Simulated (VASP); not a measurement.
# HfN (Fm-3m) in VASP: a series of runs, part 2 of 2

VASP 6.6.1. The steps go on from the part before.

## (5) Single point, PBE (volume scaled by 1.02)

The input, INCAR:

```
PREC = Accurate
ENCUT = 520
EDIFF = 1E-7
ISMEAR = -1
SIGMA = 0.05
LREAL = False
LASPH = True
NELM = 60
ALGO = Normal
ISIF = 2
LWAVE = False
LCHARG = False
GGA = PE
NBANDS = 14
```

The input, KPOINTS:

```
regular mesh
0
Gamma
  16 16 16
```

The input, POSCAR:

```
HfN
1.0
    0.0000000000      2.2708000307      2.2708000307
    2.2708000307      0.0000000000      2.2708000307
    2.2708000307      2.2708000307      0.0000000000
Hf N
1 1
Direct
    0.0000000000      0.0000000000      0.0000000000
    0.5000000000      0.5000000000      0.5000000000
```

Potentials or basis: VASP PAW PBE potentials, release 64 (Hf_pv, N).

The run is started by

```console
cat potpaw_PBE.64/Hf_pv/POTCAR potpaw_PBE.64/N/POTCAR > POTCAR
mpirun -np 1 vasp_std > vasp.out
```

OUTCAR:

```text
PREC = Accurate
   ENCUT = 520
   EDIFF = 1E-7
   ISMEAR = -1
   LREAL = False
   LASPH = True
   NELM = 60
   ISIF = 2
   GGA = PE

 ion  position               nearest neighbor table
   1  0.000  0.000  0.000-   2 2.27   2 2.27   2 2.27   2 2.27   2 2.27   2 2.27
   2  0.500  0.500  0.500-   1 2.27   1 2.27   1 2.27   1 2.27   1 2.27   1 2.27

  LATTYP: Found a face centered cubic cell.
 ALAT       =     4.5416000614

  Lattice vectors:

 A1 = (   0.0000000000,   2.2708000307,   2.2708000307)
 A2 = (   2.2708000307,   0.0000000000,   2.2708000307)
 A3 = (   2.2708000307,   2.2708000307,   0.0000000000)

Analysis of symmetry for initial positions (statically):
=====================================================================
 Subroutine PRICEL returns:
 Original cell was already a primitive cell.

 Routine SETGRP: Setting up the symmetry group for a
 face centered cubic supercell.

 Subroutine GETGRP returns: Found 48 space group operations
 (whereof 48 operations were pure point group operations)
 out of a pool of 48 trial point group operations.

The static configuration has the point symmetry O_h .

Analysis of symmetry for dynamics (positions and initial velocities):
=====================================================================
 Subroutine PRICEL returns:
 Original cell was already a primitive cell.

 Routine SETGRP: Setting up the symmetry group for a
 face centered cubic supercell.

 Subroutine GETGRP returns: Found 48 space group operations
 (whereof 48 operations were pure point group operations)
 out of a pool of 48 trial point group operations.

The dynamic configuration has the point symmetry O_h .

 Subroutine INISYM returns: Found 48 space group operations
 (whereof 48 operations are pure point group operations),
 and found     1 'primitive' translations

----------------------------------------------------------------------------------------

[... 115 lines left out ...]
  Thomas-Fermi vector in A             =   2.533060
   LORBIT       =      0    0 simple, 1 ext, 2 COOP (PROOUT), +10 PAW based schemes
   GGA     = PE    functional components
[... 5 lines left out ...]
 non-spin polarized calculation
  energy-cutoff  :      520.00
  volume of cell :       23.42
 maximum number of plane-waves:       648
   NGX = 11   NGY = 11   NGZ = 11

 number of electron      15.0000000 magnetization

 Free energy of the ion-electron system (eV)
  ---------------------------------------------------
  ext. energy  EPLUGINS =         0.00000000
  ---------------------------------------------------
  free energy    TOTEN  =       -21.76066917 eV

  energy without entropy =      -21.75586950  energy(sigma->0) =      -21.75826933

 E-fermi :   8.2484     XC(G=0): -12.6505

 val. band max:        8.2460167077   @ k =  -0.1250   0.0625   0.0000
 cond. band min:       8.2501083486   @ k =   0.3750   0.1250   0.0000
 fundamental gap:      0.0040916409
 Fermi energy:         8.2483971632

 k-point     1 :       0.0000    0.0000    0.0000
  band No.  band energies     occupation
      1     -22.9689      2.00000
      2     -22.9689      2.00000
      3     -22.9689      2.00000
      4      -9.1712      2.00000
      5       5.2369      2.00000
      6       5.2369      2.00000
      7       5.2369      2.00000
      8       7.9078      1.99780
      9       7.9078      1.99780
     10       7.9078      1.99780
     11       9.8944      0.00000
     12      10.1767      0.00000
     13      10.1767      0.00000
     14      17.7728      0.00000
[... 377 lines left out ...]
      1     -23.0590      2.00000
      2     -22.9916      2.00000
      3     -22.9708      2.00000
      4      -8.9439      2.00000
      5       4.2283      2.00000
      6       4.5899      2.00000
      7       4.8947      2.00000
      8       8.0666      1.94868
      9       8.0789      1.93477
     10       8.5060      0.01151
     11      10.2115      0.00000
     12      10.9900      0.00000
     13      11.1881      0.00000
     14      18.5528      0.00000

 [... further k-points ...]

------------------------ aborting loop because EDIFF is reached ----------------------------------------

  FORCE on cell =-STRESS in cart. coord.  units (eV):
  Direction    XX          YY          ZZ          XY          YZ          ZX
  --------------------------------------------------------------------------------------
  -------------------------------------------------------------------------------------
  Total       -0.1844180     -0.1844180     -0.1844180      0.0000000      0.0000000      0.0000000
  in kB      -12.6167438    -12.6167438    -12.6167438      0.0000000      0.0000000      0.0000000
  external PRESSURE =     -12.6167438 kB  Pullay stress =       0.0000000 kB

 VOLUME and BASIS-vectors are now :
 -----------------------------------------------------------------------------
  energy-cutoff  :      520.00
  volume of cell :       23.42
      direct lattice vectors                 reciprocal lattice vectors
     0.000000000  2.270800031  2.270800031    -0.220186715  0.220186715  0.220186715
     2.270800031  0.000000000  2.270800031     0.220186715 -0.220186715  0.220186715
     2.270800031  2.270800031  0.000000000     0.220186715  0.220186715 -0.220186715

 POSITION                                       TOTAL-FORCE (eV/Angst)
 -----------------------------------------------------------------------------------
      0.00000      0.00000      0.00000        -0.000000     -0.000000     -0.000000
      2.27080      2.27080      2.27080         0.000000      0.000000      0.000000
 -----------------------------------------------------------------------------------
    total drift:                                0.000000     -0.000000     -0.000000

  FREE ENERGIE OF THE ION-ELECTRON SYSTEM (eV)
  ---------------------------------------------------
  free  energy   TOTEN  =       -21.7606691709 eV

  energy  without entropy=      -21.7558694982  energy(sigma->0) =      -21.75826933
```

OSZICAR:

```text
N       E                     dE             d eps       ncg     rms          rms(c)
DAV:   1     0.380549429052E+02    0.38055E+02   -0.77372E+03  4092   0.100E+03
DAV:   2    -0.227215940034E+02   -0.60777E+02   -0.56661E+02  5430   0.234E+02
DAV:   3    -0.247586636537E+02   -0.20371E+01   -0.20282E+01  4690   0.353E+01
DAV:   4    -0.247662335333E+02   -0.75699E-02   -0.75689E-02  4852   0.250E+00
DAV:   5    -0.247662809383E+02   -0.47405E-04   -0.47406E-04  4672   0.171E-01    0.475E+01
DAV:   6    -0.218731818584E+02    0.28931E+01   -0.83128E+00  4438   0.220E+01    0.407E+01
DAV:   7    -0.217895986814E+02    0.83583E-01   -0.45882E-01  5128   0.603E+00    0.263E+01
DAV:   8    -0.217670148345E+02    0.22584E-01   -0.11914E-01  4672   0.296E+00    0.617E+00
DAV:   9    -0.217607779066E+02    0.62369E-02   -0.17113E-02  4552   0.105E+00    0.198E+00
DAV:  10    -0.217607037300E+02    0.74177E-04   -0.10911E-03  5386   0.318E-01    0.454E-01
DAV:  11    -0.217606713817E+02    0.32348E-04   -0.71418E-05  4942   0.838E-02    0.114E-01
DAV:  12    -0.217606694222E+02    0.19595E-05   -0.80822E-06  5450   0.241E-02    0.149E-02
DAV:  13    -0.217606692381E+02    0.18413E-06   -0.20898E-07  4164   0.466E-03    0.596E-03
DAV:  14    -0.217606691709E+02    0.67144E-07   -0.16305E-08  3020   0.116E-03
   1 F= -.21760669E+02 E0= -.21758269E+02  d E =-.479967E-02
```

stdout:

```text
POSCAR found type information on POSCAR HfN
 POSCAR found :  2 types and       2 ions
 scaLAPACK will be used
 LDA part: xc-table for (Slater+PW92), standard interpolation
 POSCAR, INCAR and KPOINTS ok, starting setup
 FFT: planning ... GRIDC
 FFT: planning ... GRID_SOFT
 FFT: planning ... GRID
 WAVECAR not read
 entering main loop
```

It took 13 s on 1 thread of Intel Xeon 6975P-C (Granite Rapids), shared host; peak memory 0.17 GiB.

What came out:

```yaml
Free_energy: -21.7607 eV
Pressure: -1.3 GPa
```

Levels at points of the mesh, in eV from the Fermi level:
```
           k point  band 6  band 7  band 8  band 9  band 10  band 11
(0.00, 0.00, 0.00)   -3.01   -3.01   -0.34   -0.34    -0.34     1.65
(0.50, 0.00, 0.00)   -6.11   -6.11    3.20    3.62     3.62     4.34
(0.50, 0.50, 0.00)   -3.74   -3.69   -3.69    4.01     5.40     5.40
```

Caveat: spin-orbit coupling is left out, which moves the levels of the heavy elements.

## (6) Single point, PBE (volume scaled by 1.06)

The input, INCAR:

```
SYSTEM = HfN
PREC = Accurate
ENCUT = 520
EDIFF = 1E-6
ISMEAR = -1
SIGMA = 0.05
LREAL = .FALSE.
LASPH = .TRUE.
NELM = 60
ALGO = Normal
ISIF = 2
LWAVE = .FALSE.
LCHARG = .FALSE.
GGA = PE
NBANDS = 14
```

The input, KPOINTS:

```
Automatic mesh
0
G
  16 16 16
  0 0 0
```

The input, POSCAR:

```
HfN
1.0
    0.0000000000      2.3001039083      2.3001039083
    2.3001039083      0.0000000000      2.3001039083
    2.3001039083      2.3001039083      0.0000000000
Hf N
1 1
Direct
    0.0000000000      0.0000000000      0.0000000000
    0.5000000000      0.5000000000      0.5000000000
```

Potentials or basis: VASP PAW PBE potentials, release 64 (Hf_pv, N).

The run is started by

```console
cat potpaw_PBE.64/Hf_pv/POTCAR potpaw_PBE.64/N/POTCAR > POTCAR
mpirun -np 1 vasp_std > vasp.out
```

Wall time 14 s (1 thread of Intel Xeon 6975P-C (Granite Rapids), shared host); peak memory 0.17 GiB.

Results (log left out):

| Quantity | Value |
| --- | --- |
| Free energy | -21.7262 eV |
| Pressure | -10.6 GPa |

Levels at points of the mesh, in eV from the Fermi level:
```csv
k point,band 5,band 6,band 7,band 8,band 9,band 10,band 11,band 12
"(0.00, 0.00, 0.00)",-2.96,-2.96,-2.96,-0.32,-0.32,-0.32,1.30,1.84
"(0.50, 0.00, 0.00)",-8.57,-5.91,-5.91,3.04,3.43,3.43,4.15,8.20
"(0.50, 0.50, 0.00)",-5.40,-3.66,-3.66,-3.57,3.81,4.98,5.11,5.11
```

Caveat: spin-orbit coupling is left out, which moves the levels of the heavy elements.

## (7) Summary

```csv
cell,gap on the mesh (eV),pressure (GPa)
"a = 3.126 Å, angles 60.0°, 2 atoms",none,24.4
"a = 3.169 Å, angles 60.0°, 2 atoms",none,10.3
"a = 3.190 Å, angles 60.0°, 2 atoms",none,4.2
"a = 3.211 Å, angles 60.0°, 2 atoms",none,-1.3
"a = 3.253 Å, angles 60.0°, 2 atoms",none,-10.6
```

Alike in all rows: task single point; level PBE; potentials or basis VASP PAW PBE potentials, release 64 (Hf_pv, N); no spin polarisation; k mesh 16 × 16 × 16; cutoff (eV) 520; smearing fermi-dirac 0.05 eV.

Caveats: spin-orbit coupling is left out, which moves the levels of the heavy elements.

Absolute energies hang on the potentials; compare differences alone.
